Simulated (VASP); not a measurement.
# Zn5CdO6 (P-4m2) in VASP: single point with PBE

Aim: the single point of Zn5CdO6 with PBE.

Program: VASP 6.6.1. These are calculated values, not measurements. Logs are shortened: lines on timing, memory, paths and dates and some standing lists are left out, and cuts for length are marked.

### Step 1. The cell of the first run

Symmetry: P-4m2, No. 115, tetragonal system. Conventional cell: a = 3.313 Å, b = 3.313 Å, c = 14.194 Å, α = 90.00°, β = 90.00°, γ = 90.00°. Within 2.7 Å of Zn (site symmetry 2mm) lie 4 O at 2.00 to 2.01 Å. Within 2.7 Å of Zn (site symmetry 2mm) lie 4 O at 2.00 to 2.01 Å. Within 2.7 Å of Zn (site symmetry -4m2) lie 4 O at 2.00 Å. Cd (site symmetry -4m2) has 4 O at 2.21 Å within 2.9 Å. Within 2.7 Å of O (site symmetry 2mm) lie 4 Zn at 2.00 to 2.01 Å. O (site symmetry 2mm) has 2 Zn at 2.00 Å and 2 Cd at 2.21 Å within 2.7 Å. Within 2.7 Å of O (site symmetry 2mm) lie 4 Zn at 2.00 to 2.01 Å.

### Step 2. Single point, PBE

The input, INCAR:

```
SYSTEM = Zn5CdO6
ALGO = Normal
EDIFF = 1E-6
ENCUT = 520
GGA = PE
ISIF = 2
ISMEAR = 0
LASPH = .TRUE.
LCHARG = .FALSE.
LREAL = .FALSE.
LWAVE = .FALSE.
NBANDS = 66
NELM = 80
PREC = Accurate
SIGMA = 0.1
```

The input, KPOINTS:

```
k-points
0
G
  6 6 2
  0 0 0
```

The input, POSCAR:

```
Zn5CdO6
1.0
    3.3128702000      0.0000000000      0.0000000000
    0.0000000000      3.3128702000      0.0000000000
    0.0000000000      0.0000000000     14.1937599000
Zn Cd O
5 1 6
Direct
    0.0000000000      0.0000000000      0.6591390000
    0.5000000000      0.5000000000      0.8181850000
    0.5000000000      0.5000000000      0.1818150000
    0.0000000000      0.0000000000      0.3408610000
    0.5000000000      0.5000000000      0.5000000000
    0.0000000000      0.0000000000      0.0000000000
    0.5000000000      0.0000000000      0.7385580000
    0.0000000000      0.5000000000      0.8972570000
    0.5000000000      0.0000000000      0.1027430000
    0.0000000000      0.5000000000      0.2614420000
    0.5000000000      0.0000000000      0.4204640000
    0.0000000000      0.5000000000      0.5795360000
```

Potentials or basis: VASP PAW PBE potentials, release 64 (Zn, Cd, O).

Command:

```console
$ cat potpaw_PBE.64/Zn/POTCAR potpaw_PBE.64/Cd/POTCAR potpaw_PBE.64/O/POTCAR > POTCAR
$ mpirun -np 1 vasp_std > vasp.out
```

OUTCAR:

```text
SYSTEM = Zn5CdO6
   EDIFF = 1E-6
   ENCUT = 520
   GGA = PE
   ISIF = 2
   ISMEAR = 0
   LASPH = .TRUE.
   LREAL = .FALSE.
   NELM = 80
   PREC = Accurate

 ion  position               nearest neighbor table
   1  0.000  0.000  0.659-   7 2.00   7 2.00  12 2.01  12 2.01
   2  0.500  0.500  0.818-   8 2.00   8 2.00   7 2.01   7 2.01
   3  0.500  0.500  0.182-   9 2.00   9 2.00  10 2.01  10 2.01
   4  0.000  0.000  0.341-  10 2.00  10 2.00  11 2.01  11 2.01
   5  0.500  0.500  0.500-  11 2.00  12 2.00  11 2.00  12 2.00
   6  0.000  0.000  0.000-   8 2.21   9 2.21   8 2.21   9 2.21
   7  0.500  0.000  0.739-   1 2.00   1 2.00   2 2.01   2 2.01
   8  0.000  0.500  0.897-   2 2.00   2 2.00   6 2.21   6 2.21
   9  0.500  0.000  0.103-   3 2.00   3 2.00   6 2.21   6 2.21
  10  0.000  0.500  0.261-   4 2.00   4 2.00   3 2.01   3 2.01
  11  0.500  0.000  0.420-   5 2.00   5 2.00   4 2.01   4 2.01
  12  0.000  0.500  0.580-   5 2.00   5 2.00   1 2.01   1 2.01

  LATTYP: Found a simple tetragonal cell.
 ALAT       =     3.3128702000
 C/A-ratio  =     4.2844298276

  Lattice vectors:

 A1 = (   3.3128702000,   0.0000000000,   0.0000000000)
 A2 = (   0.0000000000,   3.3128702000,   0.0000000000)
 A3 = (   0.0000000000,   0.0000000000,  14.1937599000)

Analysis of symmetry for initial positions (statically):
=====================================================================
 Subroutine PRICEL returns:
 Original cell was already a primitive cell.

 Routine SETGRP: Setting up the symmetry group for a
 simple tetragonal supercell.

 Subroutine GETGRP returns: Found  8 space group operations
 (whereof  8 operations were pure point group operations)
 out of a pool of 16 trial point group operations.

The static configuration has the point symmetry D_2d.

Analysis of symmetry for dynamics (positions and initial velocities):
=====================================================================
 Subroutine PRICEL returns:
 Original cell was already a primitive cell.

 Routine SETGRP: Setting up the symmetry group for a
 simple tetragonal supercell.

 Subroutine GETGRP returns: Found  8 space group operations
 (whereof  8 operations were pure point group operations)
 out of a pool of 16 trial point group operations.

The dynamic configuration has the point symmetry D_2d.

 Subroutine INISYM returns: Found  8 space group operations
 (whereof  8 operations are pure point group operations),
 and found     1 'primitive' translations

----------------------------------------------------------------------------------------

                                     Primitive cell

  volume of cell :     155.7781

  direct lattice vectors                    reciprocal lattice vectors
     3.312870200  0.000000000  0.000000000     0.301853058  0.000000000  0.000000000
     0.000000000  3.312870200  0.000000000     0.000000000  0.301853058  0.000000000
     0.000000000  0.000000000 14.193759900     0.000000000  0.000000000  0.070453496

  length of vectors
     3.312870200  3.312870200 14.193759900     0.301853058  0.301853058  0.070453496

  position of ions in fractional coordinates (direct lattice)
     0.000000000  0.000000000  0.659139000
     0.500000000  0.500000000  0.818185000
     0.500000000  0.500000000  0.181815000
     0.000000000  0.000000000  0.340861000
     0.500000000  0.500000000  0.500000000
     0.000000000  0.000000000  0.000000000
     0.500000000  0.000000000  0.738558000
     0.000000000  0.500000000  0.897257000
     0.500000000  0.000000000  0.102743000
     0.000000000  0.500000000  0.261442000
     0.500000000  0.000000000  0.420464000
     0.000000000  0.500000000  0.579536000

  ion indices of the primitive-cell ions
   primitive index   ion index
                 1           1
                 2           2
                 3           3
                 4           4
                 5           5
                 6           6
                 7           7
                 8           8
                 9           9
                10          10
                11          11
                12          12

----------------------------------------------------------------------------------------

 KPOINTS: k-points

Automatic generation of k-mesh.
 Grid dimensions read from file:
 generate k-points for:    6    6    2

 Generating k-lattice:

  Cartesian coordinates                     Fractional coordinates (reciprocal lattice)
     0.050308843  0.000000000  0.000000000     0.166666667  0.000000000  0.000000000
     0.000000000  0.050308843  0.000000000     0.000000000  0.166666667  0.000000000
     0.000000000  0.000000000  0.035226748     0.000000000  0.000000000  0.500000000

  Length of vectors
     0.050308843  0.050308843  0.035226748

  Shift w.r.t. Gamma in fractional coordinates (k-lattice)
     0.000000000  0.000000000  0.000000000

 Subroutine IBZKPT returns following result:
 ===========================================

 Found     20 irreducible k-points:

 Following reciprocal coordinates:
            Coordinates               Weight
  0.000000  0.000000  0.000000      1.000000
  0.166667  0.000000  0.000000      4.000000
  0.333333  0.000000  0.000000      4.000000
  0.500000  0.000000  0.000000      2.000000
  0.166667  0.166667  0.000000      4.000000
  0.333333  0.166667  0.000000      8.000000
[... 12 lines left out ...]
  0.500000  0.333333  0.500000      4.000000
  0.500000  0.500000  0.500000      1.000000
   k-points           NKPTS =     20   k-points in BZ     NKDIM =     20   number of bands    NBANDS=     66
   number of dos      NEDOS =    301   number of ions     NIONS =     12
   total plane-waves  NPLWV =  84672
   dimension x,y,z NGX =    28 NGY =   28 NGZ =  108
   dimension x,y,z NGXF=    56 NGYF=   56 NGZF=  216
   ions per type =               5   1   6
   NGX,Y,Z   is equivalent  to a cutoff of  14.05, 14.05, 12.65 a.u.
   NGXF,Y,Z  is equivalent  to a cutoff of  28.10, 28.10, 25.30 a.u.
 SYSTEM =  Zn5CdO6
   PREC   = accura    normal or accurate (medium, high low for compatibility)
   ISTART =      0    job   : 0-new  1-cont  2-samecut
   ICHARG =      2    charge: 1-file 2-atom 10-const
   ISPIN  =      1    spin polarized calculation?
   LNONCOLLINEAR =      F non collinear calculations
   LSORBIT =      F    spin-orbit coupling
   LASPH  =      T    aspherical Exc in radial PAW
   ENCUT  =  520.0 eV  38.22 Ry    6.18 a.u.   6.16  6.16 26.39*2*pi/ulx,y,z
   NELM   =     80;   NELMIN=  2; NELMDL= -5     # of ELM steps
   EDIFF  = 0.1E-05   stopping-criterion for ELM
   LREAL  =      F    real-space projection
   EDIFFG = 0.1E-04   stopping-criterion for IOM
   NSW    =      0    number of steps for IOM
   IBRION =     -1    ionic relax: 0-MD 1-quasi-New 2-CG
   NFREE  =      0    steps in history (QN), initial steepest desc. (CG)
   ISIF   =      2    stress and relaxation
   ISYM   =      2    0-nonsym 1-usesym 2-fastsym
   POTIM  = 0.5000    time-step for ionic-motion
   TEBEG  =    0.0;   TEEND  =   0.0 temperature during run
   PSTRESS=    0.0 pullay stress
   NELECT =     108.0000    total number of electrons
   NUPDOWN=      -1.0000    fix difference up-down
   EMIN   =  10.00;   EMAX   =-10.00  energy-range for DOS
   EFERMI =   0.00;   METHOD = LEGACY
   ISMEAR =     0;   SIGMA  =   0.10  broadening in eV -4-tet -1-fermi 0-gaus
   EFERMI_NEDOS =   21; number of points for ismear=-14 and -15
   IALGO  =     38    algorithm
   IMIX   =      4    mixing-type and parameters
     AMIX     =   0.40;   BMIX     =  1.00
     AMIX_MAG =   1.60;   BMIX_MAG =  1.00
  volume/ion in A,a.u.               =      12.98        87.60
  Fermi-wavevector in a.u.,A,eV,Ry     =   1.448930  2.738080 28.564034  2.099397
  Thomas-Fermi vector in A             =   2.566714
   LORBIT       =      0    0 simple, 1 ext, 2 COOP (PROOUT), +10 PAW based schemes
   GGA     = PE    functional components
   LHFCALC =     F    Hartree Fock is set to
   AEXX    =    0.0000 exact exchange contribution
   IVDW    =     0    specifies the selected vdW correction
   LEPSILON=     F    determine dielectric tensor
   LRPA    =     F    only Hartree local field effects (RPA)
 non-spin polarized calculation
 Gauss-broadening in eV      SIGMA  =   0.10
  energy-cutoff  :      520.00
  volume of cell :      155.78
 maximum number of plane-waves:      4248
 NGX is ok and might be reduce to    28
   NGX = 13   NGY = 13   NGZ = 53

 number of electron     108.0000064 magnetization

 Free energy of the ion-electron system (eV)
  ---------------------------------------------------
  ext. energy  EPLUGINS =         0.00000000
  ---------------------------------------------------
  free energy    TOTEN  =       -52.14452057 eV

  energy without entropy =      -52.14440302  energy(sigma->0) =      -52.14446180

 E-fermi :   0.9850     XC(G=0): -10.6307

 val. band max:        0.8010635483   @ k =   0.0000   0.0000   0.0000
 cond. band min:       1.1480713073   @ k =   0.0000   0.0000   0.0000
 fundamental gap:      0.3470077590
 Fermi energy:         0.9850277530

 k-point     1 :       0.0000    0.0000    0.0000
  band No.  band energies     occupation
      1     -16.8708      2.00000
      2     -16.7011      2.00000
      3     -16.5483      2.00000
      4     -16.2654      2.00000
      5     -16.1936      2.00000
      6     -16.0515      2.00000
[... 58 lines left out ...]
     65      12.1041      0.00000
     66      12.3458      0.00000

 k-point     2 :       0.1667    0.0000    0.0000
  band No.  band energies     occupation
      1     -16.7729      2.00000
      2     -16.6216      2.00000
      3     -16.4819      2.00000
      4     -16.2379      2.00000
      5     -16.1740      2.00000
      6     -16.0543      2.00000
[... 1231 lines left out ...]
     65       9.4334      0.00000
     66       9.4530      0.00000

 k-point    20 :       0.5000    0.5000    0.5000
  band No.  band energies     occupation
      1     -16.1046      2.00000
      2     -16.1046      2.00000
      3     -16.0985      2.00000
      4     -16.0985      2.00000
      5     -15.9888      2.00000
      6     -15.9888      2.00000
[... 58 lines left out ...]
     65       9.4216      0.00000
     66       9.4411      0.00000

------------------------ aborting loop because EDIFF is reached ----------------------------------------

  FORCE on cell =-STRESS in cart. coord.  units (eV):
  Direction    XX          YY          ZZ          XY          YZ          ZX
  --------------------------------------------------------------------------------------
  -------------------------------------------------------------------------------------
  Total        0.8904668      0.8904668      0.9290613      0.0000000      0.0000000     -0.0000000
  in kB        9.1584507      9.1584507      9.5553951      0.0000000      0.0000000     -0.0000000
  external PRESSURE =       9.2907655 kB  Pullay stress =       0.0000000 kB

 VOLUME and BASIS-vectors are now :
 -----------------------------------------------------------------------------
  energy-cutoff  :      520.00
  volume of cell :      155.78
      direct lattice vectors                 reciprocal lattice vectors
     3.312870200  0.000000000  0.000000000     0.301853058  0.000000000  0.000000000
     0.000000000  3.312870200  0.000000000     0.000000000  0.301853058  0.000000000
     0.000000000  0.000000000 14.193759900     0.000000000  0.000000000  0.070453496

 POSITION                                       TOTAL-FORCE (eV/Angst)
 -----------------------------------------------------------------------------------
      0.00000      0.00000      9.35566         0.000000     -0.000000      0.000161
      1.65644      1.65644     11.61312         0.000000      0.000000     -0.002914
      1.65644      1.65644      2.58064         0.000000     -0.000000      0.002914
      0.00000      0.00000      4.83810         0.000000     -0.000000     -0.000161
      1.65644      1.65644      7.09688        -0.000000      0.000000      0.000000
      0.00000      0.00000      0.00000         0.000000     -0.000000      0.000000
      1.65644      0.00000     10.48291         0.000000     -0.000000      0.000242
      0.00000      1.65644     12.73545         0.000000     -0.000000     -0.046106
      1.65644      0.00000      1.45831         0.000000     -0.000000      0.046106
      0.00000      1.65644      3.71084         0.000000     -0.000000     -0.000242
      1.65644      0.00000      5.96797         0.000000     -0.000000      0.000244
      0.00000      1.65644      8.22579         0.000000     -0.000000     -0.000244
 -----------------------------------------------------------------------------------
    total drift:                                0.000000     -0.000000      0.000000

  FREE ENERGIE OF THE ION-ELECTRON SYSTEM (eV)
  ---------------------------------------------------
  free  energy   TOTEN  =       -52.1445205678 eV

  energy  without entropy=      -52.1444030238  energy(sigma->0) =      -52.14446180
```

Run time: 9.8 min. Hardware: 1 thread of AMD EPYC 7R13, shared host; peak memory 0.34 GiB.

Results:

```yaml
Free_energy: -52.1445 eV
Pressure: 0.9 GPa
Largest_force: 0.046 eV/Å
Band_gap_on_the_k_mesh: 0.35 eV
```

Forces on the atoms (eV/Å):
```
Zn   0.000  0.000  0.000
Zn   0.000  0.000 -0.003
Zn   0.000  0.000  0.003
Zn   0.000  0.000  0.000
Zn   0.000  0.000  0.000
Cd   0.000  0.000  0.000
O    0.000  0.000  0.000
O    0.000  0.000 -0.046
O    0.000  0.000  0.046
O    0.000  0.000  0.000
O    0.000  0.000  0.000
O    0.000  0.000  0.000
```

Levels at points of the mesh, in eV from the valence-band top:
```tsv
k point	band 50	band 51	band 52	band 53	band 54	band 55	band 56	band 57	band 58	band 59
(0.00, 0.00, 0.00)	-0.40	-0.40	-0.05	0.00	0.00	0.35	2.25	2.50	4.50	4.55
(0.50, 0.00, 0.00)	-0.78	-0.77	-0.77	-0.77	-0.58	4.44	4.54	5.46	5.46	5.62
(0.50, 0.50, 0.00)	-2.04	-1.99	-1.95	-1.95	-1.94	5.10	5.10	6.28	6.28	6.65
(0.00, 0.00, 0.50)	-0.70	-0.15	-0.15	-0.09	-0.09	1.05	1.37	3.46	3.63	5.09
(0.50, 0.00, 0.50)	-0.77	-0.77	-0.76	-0.68	-0.58	4.43	4.53	5.47	5.47	5.62
(0.50, 0.50, 0.50)	-2.05	-1.99	-1.95	-1.95	-1.94	5.31	5.31	5.70	5.70	7.11
```

Caveat: semilocal functionals underestimate gaps, and a narrow one can read as zero.
